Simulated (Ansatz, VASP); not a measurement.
**One calculation of CdTe, two programs**

The input INCAR:

```
SYSTEM = CdTe
  ALGO = Normal
  EDIFF = 1E-6
  ENCUT = 500
  GGA = LIBXC
  GGA_COMPAT = .FALSE.
  ISIF = 2
  ISMEAR = -5
  LASPH = .TRUE.
  LCHARG = .FALSE.
  LIBXC1 = GGA_X_PBE_SOL
  LIBXC2 = GGA_C_PBE
  LREAL = .FALSE.
  LWAVE = .FALSE.
  NBANDS = 16
  NELM = 120
  PREC = Accurate
  SIGMA = 0.05
```

The input KPOINTS:

```
k-points
0
G
  7 7 7
  0 0 0
```

POSCAR

```
CdTe
1.0
    0.0000000000      3.1395734784      3.1395734784
    3.1395734784      0.0000000000      3.1395734784
    3.1395734784      3.1395734784      0.0000000000
Te Cd
1 1
Direct
    0.7500000000      0.7500000000      0.7500000000
    0.0000000000      0.0000000000      0.0000000000
```

The input input.yaml:

```yaml
crystal:
  lattice:
    - [0.0, 3.1395734784, 3.1395734784]
    - [3.1395734784, 0.0, 3.1395734784]
    - [3.1395734784, 3.1395734784, 0.0]
  atoms:
    - { symbol: Te, position: [0.75, 0.75, 0.75] }
    - { symbol: Cd, position: [0.0, 0.0, 0.0] }
kpoints:
  mp_grid: { grid: [7, 7, 7] }
scf:
  occupations: { method: tetrahedron }
hamiltonian:
  xc: { exchange: pbesol, correlation: pbe }
  pseudopotentials: { kind: all_electron, lapw: { basis_error: 0.001 } }
output:
  forces: true
  stress: true
  eigenvalues: true
```

Change from the starting cell: volume scaled by 0.94.

Alike in both runs: task single point; functional pbesol exchange, pbe correlation; k mesh 7 × 7 × 7; occupations tetrahedron; no spin polarisation.

|  | VASP | Ansatz |
| --- | --- | --- |
| version | VASP 6.6.1 | Ansatz 0.2.0 |
| potentials or method | VASP PAW PBE potentials, release 64 (Te, Cd), cutoff 500 eV | all-electron LAPW, scalar-relativistic |

```tsv
	VASP	Ansatz	Ansatz less VASP
gap on the k mesh at the Fermi level (eV)	0.98	0.98	-0.005
least direct gap on the mesh (eV)	0.98	0.98	-0.005
pressure (GPa)	4.9	4.7	-0.22
```

VASP's potentials were made for PBE, not for pbesol exchange, pbe correlation. Ansatz ran all-electron here, and VASP with PAW potentials.

Spin-orbit coupling is off throughout.
